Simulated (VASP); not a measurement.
# Sc (P6_3/mmc) in VASP: a series of runs

The runs below take Sc through single point, with LDA.

Everything below comes from runs of VASP 6.6.1. Logs are shortened: lines on timing, memory, paths and dates and some standing lists are left out, and cuts for length are marked.

## Step 1: The cell of the first run

It takes space group P6_3/mmc (No. 194, hexagonal). Conventional cell: a = 3.227 Å, b = 3.227 Å, c = 5.009 Å, α = 90.00°, β = 90.00°, γ = 120.00°. Within 4.1 Å of Sc (site symmetry -6m2) lie 12 Sc at 3.12 to 3.23 Å.

## Step 2: Single point, LDA

File INCAR:

```
SYSTEM = Sc
ALGO = Normal
EDIFF = 1E-6
ENCUT = 500
GGA = CA
GGA_COMPAT = .False.
ISIF = 2
ISMEAR = 0
LASPH = .True.
LCHARG = .True.
LELF = .True.
LREAL = .False.
LVHAR = .True.
LWAVE = .False.
NBANDS = 18
NELM = 120
PREC = Accurate
SIGMA = 1.0
```

File KPOINTS:

```
k-points
0
Gamma
  11 11 6
  0 0 0
```

File POSCAR:

```
Sc
1.0
    3.2269060027      0.0000000000      0.0000000000
   -1.6134530014      2.7945825740      0.0000000000
    0.0000000000      0.0000000000      5.0094253455
Sc
2
Direct
    0.3333333333      0.6666666667      0.2500000000
    0.6666666667      0.3333333333      0.7500000000
```

Potentials or basis: VASP PAW LDA potentials, release 64 (Sc_sv).

Launch:

```sh
> cat potpaw_LDA.64/Sc_sv/POTCAR > POTCAR
> mpirun -np 1 vasp_std > vasp.out
```

OUTCAR:

```text
SYSTEM = Sc
   EDIFF = 1E-6
   ENCUT = 500
   GGA = CA
   ISIF = 2
   ISMEAR = 0
   LASPH = .True.
   LREAL = .False.
   NELM = 120
   PREC = Accurate

 ion  position               nearest neighbor table
   1  0.333  0.667  0.250-   2 3.12   2 3.12   2 3.12   2 3.12   2 3.12   2 3.12
   2  0.667  0.333  0.750-   1 3.12   1 3.12   1 3.12   1 3.12   1 3.12   1 3.12

  LATTYP: Found a hexagonal cell.
 ALAT       =     3.2269060027
 C/A-ratio  =     1.5523927072

  Lattice vectors:

 A1 = (   3.2269060027,   0.0000000000,   0.0000000000)
 A2 = (  -1.6134530014,   2.7945825740,   0.0000000000)
 A3 = (   0.0000000000,   0.0000000000,   5.0094253455)

Analysis of symmetry for initial positions (statically):
=====================================================================
 Subroutine PRICEL returns:
 Original cell was already a primitive cell.

 Routine SETGRP: Setting up the symmetry group for a
 hexagonal supercell.

 Subroutine GETGRP returns: Found 24 space group operations
 (whereof 12 operations were pure point group operations)
 out of a pool of 24 trial point group operations.

The static configuration has the point symmetry D_3d.
 The point group associated with its full space group is D_6h.

Analysis of symmetry for dynamics (positions and initial velocities):
=====================================================================
 Subroutine PRICEL returns:
 Original cell was already a primitive cell.

 Routine SETGRP: Setting up the symmetry group for a
 hexagonal supercell.

 Subroutine GETGRP returns: Found 24 space group operations
 (whereof 12 operations were pure point group operations)
 out of a pool of 24 trial point group operations.

The dynamic configuration has the point symmetry D_3d.
 The point group associated with its full space group is D_6h.

 Subroutine INISYM returns: Found 24 space group operations
 (whereof 12 operations are pure point group operations),
 and found     1 'primitive' translations

----------------------------------------------------------------------------------------

                                     Primitive cell

  volume of cell :      45.1743

  direct lattice vectors                    reciprocal lattice vectors
     3.226906003  0.000000000  0.000000000     0.309894369  0.178917597  0.000000000
    -1.613453001  2.794582574  0.000000000     0.000000000  0.357835195  0.000000000
     0.000000000  0.000000000  5.009425346     0.000000000  0.000000000  0.199623696

  length of vectors
     3.226906003  3.226906003  5.009425346     0.357835195  0.357835195  0.199623696

  position of ions in fractional coordinates (direct lattice)
     0.333333333  0.666666667  0.250000000
     0.666666667  0.333333333  0.750000000

  ion indices of the primitive-cell ions
   primitive index   ion index
                 1           1
                 2           2

----------------------------------------------------------------------------------------

 KPOINTS: k-points

Automatic generation of k-mesh.
 Grid dimensions read from file:
 generate k-points for:   11   11    6

 Generating k-lattice:

  Cartesian coordinates                     Fractional coordinates (reciprocal lattice)
     0.028172215  0.016265236  0.000000000     0.090909091  0.000000000  0.000000000
     0.000000000  0.032530472  0.000000000     0.000000000  0.090909091  0.000000000
     0.000000000  0.000000000  0.033270616     0.000000000  0.000000000  0.166666667

  Length of vectors
     0.032530472  0.032530472  0.033270616

  Shift w.r.t. Gamma in fractional coordinates (k-lattice)
     0.000000000  0.000000000  0.000000000

 Subroutine IBZKPT returns following result:
 ===========================================

 Found     64 irreducible k-points:

 Following reciprocal coordinates:
            Coordinates               Weight
  0.000000  0.000000  0.000000      1.000000
  0.090909 -0.000000  0.000000      6.000000
  0.181818 -0.000000  0.000000      6.000000
  0.272727  0.000000  0.000000      6.000000
  0.363636  0.000000  0.000000      6.000000
  0.454545 -0.000000  0.000000      6.000000
[... 16 lines left out ...]
  0.090909  0.090909  0.166667     12.000000
  0.181818  0.090909  0.166667     24.000000
 [... further k-points ...]
   k-points           NKPTS =     64   k-points in BZ     NKDIM =     64   number of bands    NBANDS=     18
   number of dos      NEDOS =    301   number of ions     NIONS =      2
   total plane-waves  NPLWV =  23040
   dimension x,y,z NGX =    24 NGY =   24 NGZ =   40
   dimension x,y,z NGXF=    48 NGYF=   48 NGZF=   80
   ions per type =               2
   NGX,Y,Z   is equivalent  to a cutoff of  12.36, 12.36, 13.27 a.u.
   NGXF,Y,Z  is equivalent  to a cutoff of  24.73, 24.73, 26.55 a.u.
 SYSTEM =  Sc
   PREC   = accura    normal or accurate (medium, high low for compatibility)
   ISTART =      0    job   : 0-new  1-cont  2-samecut
   ICHARG =      2    charge: 1-file 2-atom 10-const
   ISPIN  =      1    spin polarized calculation?
   LNONCOLLINEAR =      F non collinear calculations
   LSORBIT =      F    spin-orbit coupling
   LASPH  =      T    aspherical Exc in radial PAW
   ENCUT  =  500.0 eV  36.75 Ry    6.06 a.u.   5.88  5.88  9.13*2*pi/ulx,y,z
   NELM   =    120;   NELMIN=  2; NELMDL= -5     # of ELM steps
   EDIFF  = 0.1E-05   stopping-criterion for ELM
   LREAL  =      F    real-space projection
   EDIFFG = 0.1E-04   stopping-criterion for IOM
   NSW    =      0    number of steps for IOM
   IBRION =     -1    ionic relax: 0-MD 1-quasi-New 2-CG
   NFREE  =      0    steps in history (QN), initial steepest desc. (CG)
   ISIF   =      2    stress and relaxation
   ISYM   =      2    0-nonsym 1-usesym 2-fastsym
   POTIM  = 0.5000    time-step for ionic-motion
   TEBEG  =    0.0;   TEEND  =   0.0 temperature during run
   PSTRESS=    0.0 pullay stress
   NELECT =      22.0000    total number of electrons
   NUPDOWN=      -1.0000    fix difference up-down
   EMIN   =  10.00;   EMAX   =-10.00  energy-range for DOS
   EFERMI =   0.00;   METHOD = LEGACY
   ISMEAR =     0;   SIGMA  =   1.00  broadening in eV -4-tet -1-fermi 0-gaus
   EFERMI_NEDOS =   21; number of points for ismear=-14 and -15
   IALGO  =     38    algorithm
   IMIX   =      4    mixing-type and parameters
     AMIX     =   0.40;   BMIX     =  1.00
     AMIX_MAG =   1.60;   BMIX_MAG =  1.00
  volume/ion in A,a.u.               =      22.59       152.43
  Fermi-wavevector in a.u.,A,eV,Ry     =   1.288008  2.433983 22.571595  1.658965
  Thomas-Fermi vector in A             =   2.419988
   LORBIT       =      0    0 simple, 1 ext, 2 COOP (PROOUT), +10 PAW based schemes
   GGA     = CA    functional components
   LHFCALC =     F    Hartree Fock is set to
   AEXX    =    0.0000 exact exchange contribution
   IVDW    =     0    specifies the selected vdW correction
   LEPSILON=     F    determine dielectric tensor
   LRPA    =     F    only Hartree local field effects (RPA)
 non-spin polarized calculation
 Gauss-broadening in eV      SIGMA  =   1.00
  energy-cutoff  :      500.00
  volume of cell :       45.17
 maximum number of plane-waves:      1160
 NGX is ok and might be reduce to    24
   NGX = 11   NGY = 11   NGZ = 19

 number of electron      22.0000000 magnetization

 Free energy of the ion-electron system (eV)
  ---------------------------------------------------
  ext. energy  EPLUGINS =         0.00000000
  ---------------------------------------------------
  free energy    TOTEN  =       -14.21353728 eV

  energy without entropy =      -12.78083522  energy(sigma->0) =      -13.49718625

 E-fermi :   4.0226     XC(G=0): -10.4990

 val. band max:        3.9984010307   @ k =   0.1818   0.1818   0.0000
 cond. band min:       4.0227159720   @ k =   0.4545  -0.0000   0.3333
 fundamental gap:      0.0243149413
 Fermi energy:         4.0225992788

 k-point     1 :       0.0000    0.0000    0.0000
  band No.  band energies     occupation
      1     -44.5194      2.00000
      2     -44.4082      2.00000
      3     -23.8035      2.00000
      4     -23.3097      2.00000
      5     -23.3097      2.00000
      6     -23.2171      2.00000
[... 10 lines left out ...]
     17       6.4692      0.00054
     18       6.4692      0.00054

 k-point     2 :       0.0909   -0.0000    0.0000
  band No.  band energies     occupation
      1     -44.5135      2.00000
      2     -44.4063      2.00000
      3     -23.7884      2.00000
      4     -23.3383      2.00000
      5     -23.3197      2.00000
      6     -23.2472      2.00000
[... 10 lines left out ...]
     17       6.3233      0.00114
     18       6.3457      0.00102

 k-point     3 :       0.1818   -0.0000    0.0000
  band No.  band energies     occupation
      1     -44.4971      2.00000
      2     -44.4016      2.00000
      3     -23.7457      2.00000
      4     -23.4157      2.00000
      5     -23.3455      2.00000
      6     -23.3259      2.00000
[... 10 lines left out ...]
     17       6.5978      0.00027
     18       6.6924      0.00016

 k-point     4 :       0.2727    0.0000    0.0000
  band No.  band energies     occupation
      1     -44.4744      2.00000
      2     -44.3966      2.00000
      3     -23.6827      2.00000
      4     -23.5184      2.00000
      5     -23.4246      2.00000
      6     -23.3776      2.00000
[... 10 lines left out ...]
     17       7.0830      0.00002
     18       7.2288      0.00001

 k-point     5 :       0.3636    0.0000    0.0000
  band No.  band energies     occupation
      1     -44.4512      2.00000
      2     -44.3944      2.00000
      3     -23.6136      2.00000
      4     -23.6116      2.00000
      5     -23.5116      2.00000
      6     -23.4061      2.00000
[... 10 lines left out ...]
     17       7.7400      0.00000
     18       7.8137      0.00000

 k-point     6 :       0.4545   -0.0000    0.0000
  band No.  band energies     occupation
      1     -44.4348      2.00000
      2     -44.3956      2.00000
      3     -23.6704      2.00000
      4     -23.5619      2.00000
      5     -23.5554      2.00000
      6     -23.4226      2.00000
[... 10 lines left out ...]
     17       8.2940      0.00000
     18       8.4860      0.00000

 k-point     7 :       0.0909    0.0909    0.0000
  band No.  band energies     occupation
      1     -44.5023      2.00000
      2     -44.4030      2.00000
      3     -23.7595      2.00000
      4     -23.3846      2.00000
      5     -23.3518      2.00000
      6     -23.2897      2.00000
[... 10 lines left out ...]
     17       6.4102      0.00073
     18       6.6332      0.00022

 k-point     8 :       0.1818    0.0909    0.0000
  band No.  band energies     occupation
      1     -44.4828      2.00000
      2     -44.3982      2.00000
      3     -23.7065      2.00000
      4     -23.4668      2.00000
      5     -23.4178      2.00000
      6     -23.3427      2.00000
[... 10 lines left out ...]
     17       6.7430      0.00012
     18       7.1502      0.00001
[... 229 lines left out ...]
     17       6.7187      0.00014
     18       6.8326      0.00007

 k-point    20 :       0.2727    0.0000    0.1667
  band No.  band energies     occupation
      1     -44.4692      2.00000
      2     -44.4018      2.00000
      3     -23.6811      2.00000
      4     -23.4942      2.00000
      5     -23.4494      2.00000
      6     -23.3688      2.00000
[... 10 lines left out ...]
     17       7.1649      0.00001
     18       7.1826      0.00001

 k-point    21 :       0.3636    0.0000    0.1667
  band No.  band energies     occupation
      1     -44.4474      2.00000
      2     -44.3982      2.00000
      3     -23.6778      2.00000
      4     -23.5609      2.00000
      5     -23.5062      2.00000
      6     -23.3964      2.00000
[... 10 lines left out ...]
     17       7.6816      0.00000
     18       7.7881      0.00000

 k-point    22 :       0.4545   -0.0000    0.1667
  band No.  band energies     occupation
      1     -44.4321      2.00000
      2     -44.3982      2.00000
      3     -23.7079      2.00000
      4     -23.6024      2.00000
      5     -23.4943      2.00000
      6     -23.4124      2.00000
[... 10 lines left out ...]
     17       8.1390      0.00000
     18       8.3915      0.00000

 k-point    23 :       0.0909    0.0909    0.1667
  band No.  band energies     occupation
      1     -44.4957      2.00000
      2     -44.4097      2.00000
      3     -23.7297      2.00000
      4     -23.3735      2.00000
      5     -23.3529      2.00000
      6     -23.3131      2.00000
[... 10 lines left out ...]
     17       6.6183      0.00024
     18       6.8121      0.00008

 k-point    24 :       0.1818    0.0909    0.1667
  band No.  band energies     occupation
      1     -44.4772      2.00000
      2     -44.4038      2.00000
      3     -23.6925      2.00000
      4     -23.4525      2.00000
      5     -23.4262      2.00000
      6     -23.3533      2.00000
[... 10 lines left out ...]
     17       6.8916      0.00005
     18       7.1752      0.00001

 [... further k-points ...]
[... 5 lines left out ...]
  --------------------------------------------------------------------------------------
  -------------------------------------------------------------------------------------
  Total        0.3913941      0.3913941      0.9701888     -0.0000000      0.0000000     -0.0000000
  in kB       13.8814144     13.8814144     34.4092880     -0.0000000      0.0000000     -0.0000000
  external PRESSURE =      20.7240389 kB  Pullay stress =       0.0000000 kB

 VOLUME and BASIS-vectors are now :
 -----------------------------------------------------------------------------
  energy-cutoff  :      500.00
  volume of cell :       45.17
      direct lattice vectors                 reciprocal lattice vectors
     3.226906003  0.000000000  0.000000000     0.309894369  0.178917597  0.000000000
    -1.613453001  2.794582574  0.000000000     0.000000000  0.357835195  0.000000000
     0.000000000  0.000000000  5.009425346     0.000000000  0.000000000  0.199623696

 POSITION                                       TOTAL-FORCE (eV/Angst)
 -----------------------------------------------------------------------------------
     -0.00000      1.86306      1.25236        -0.000000     -0.000000     -0.000000
      1.61345      0.93153      3.75707         0.000000      0.000000      0.000000
 -----------------------------------------------------------------------------------
    total drift:                               -0.000000      0.000000     -0.000000

  FREE ENERGIE OF THE ION-ELECTRON SYSTEM (eV)
  ---------------------------------------------------
  free  energy   TOTEN  =       -14.2135372810 eV

  energy  without entropy=      -12.7808352161  energy(sigma->0) =      -13.49718625
```

Run time: 14 s. Hardware: 1 thread of Intel Xeon 6975P-C (Granite Rapids), shared host; peak memory 0.16 GiB.

Results:

```yaml
Free_energy: -14.2135 eV
Pressure: 2.1 GPa
Band_gap_on_the_k_mesh: zero (band 11 reaches 5.04 eV, above the bottom of band 12 at 3.45 eV)
```

Stress tensor (GPa, compression positive):
```
1.39 0.00 0.00
0.00 1.39 0.00
0.00 0.00 3.44
```

## Step 3: Single point, LDA

File INCAR:

```
PREC = Accurate
ENCUT = 500
EDIFF = 1E-6
ISMEAR = 1
SIGMA = 0.01
LREAL = False
LASPH = True
NELM = 120
ALGO = Normal
ISIF = 2
LWAVE = False
LCHARG = False
GGA = CA
NBANDS = 18
GGA_COMPAT = False
```

File KPOINTS:

```
Automatic mesh
0
Gamma
  11 11 6
```

POSCAR is that of step 2.

Potentials or basis: VASP PAW LDA potentials, release 64 (Sc_sv).

Launch:

```sh
> cat potpaw_LDA.64/Sc_sv/POTCAR > POTCAR
> mpirun -np 1 vasp_std > vasp.out
```

OUTCAR:

```text
PREC = Accurate
   ENCUT = 500
   EDIFF = 1E-6
   ISMEAR = 1
   LREAL = False
   LASPH = True
   NELM = 120
   ISIF = 2
   GGA = CA

 ion  position               nearest neighbor table
   1  0.333  0.667  0.250-   2 3.12   2 3.12   2 3.12   2 3.12   2 3.12   2 3.12
   2  0.667  0.333  0.750-   1 3.12   1 3.12   1 3.12   1 3.12   1 3.12   1 3.12

  LATTYP: Found a hexagonal cell.
 ALAT       =     3.2269060027
 C/A-ratio  =     1.5523927072

  Lattice vectors:

 A1 = (   3.2269060027,   0.0000000000,   0.0000000000)
[... 192 lines left out ...]
      4     -23.4097      2.00000
      5     -23.4097      2.00000
      6     -23.3177      2.00000
[... 481 lines left out ...]
      5     -23.5232      2.00000
      6     -23.4513      2.00000
[... 10 lines left out ...]
     17       6.8239      0.00000
     18       7.1065      0.00000

 [... further k-points ...]
[... 5 lines left out ...]
  --------------------------------------------------------------------------------------
  -------------------------------------------------------------------------------------
  Total       -0.0510941     -0.0510941     -0.0464678      0.0000000     -0.0000000      0.0000000
  in kB       -1.8121317     -1.8121317     -1.6480557      0.0000000     -0.0000000      0.0000000
  external PRESSURE =      -1.7574397 kB  Pullay stress =       0.0000000 kB

 VOLUME and BASIS-vectors are now :
 -----------------------------------------------------------------------------
  energy-cutoff  :      500.00
  volume of cell :       45.17
      direct lattice vectors                 reciprocal lattice vectors
     3.226906003  0.000000000  0.000000000     0.309894369  0.178917597  0.000000000
    -1.613453001  2.794582574  0.000000000     0.000000000  0.357835195  0.000000000
     0.000000000  0.000000000  5.009425346     0.000000000  0.000000000  0.199623696

 POSITION                                       TOTAL-FORCE (eV/Angst)
 -----------------------------------------------------------------------------------
     -0.00000      1.86306      1.25236         0.000000     -0.000000      0.000000
      1.61345      0.93153      3.75707        -0.000000      0.000000      0.000000
 -----------------------------------------------------------------------------------
    total drift:                               -0.000000      0.000000     -0.000000

  FREE ENERGIE OF THE ION-ELECTRON SYSTEM (eV)
  ---------------------------------------------------
  free  energy   TOTEN  =       -13.4508889047 eV

  energy  without entropy=      -13.4508044324  energy(sigma->0) =      -13.45086075
```

stdout:

```text
POSCAR found type information on POSCAR Sc
 POSCAR found :  1 types and       2 ions
 scaLAPACK will be used
 LDA part: xc-table for (Slater(with rela. corr.)+CA(PZ))
 , standard interpolation
 POSCAR, INCAR and KPOINTS ok, starting setup
 FFT: planning ... GRIDC
 FFT: planning ... GRID_SOFT
 FFT: planning ... GRID
 WAVECAR not read
 entering main loop
```

Run time: 15 s. Hardware: 1 thread of Intel Xeon 6975P-C (Granite Rapids), shared host; peak memory 0.16 GiB.

Results:

```
Free energy            : -13.4509 eV
Pressure               : -0.2 GPa
Band gap on the k mesh : zero (band 11 reaches 5.00 eV, above the bottom of band 12 at 3.41 eV)
```
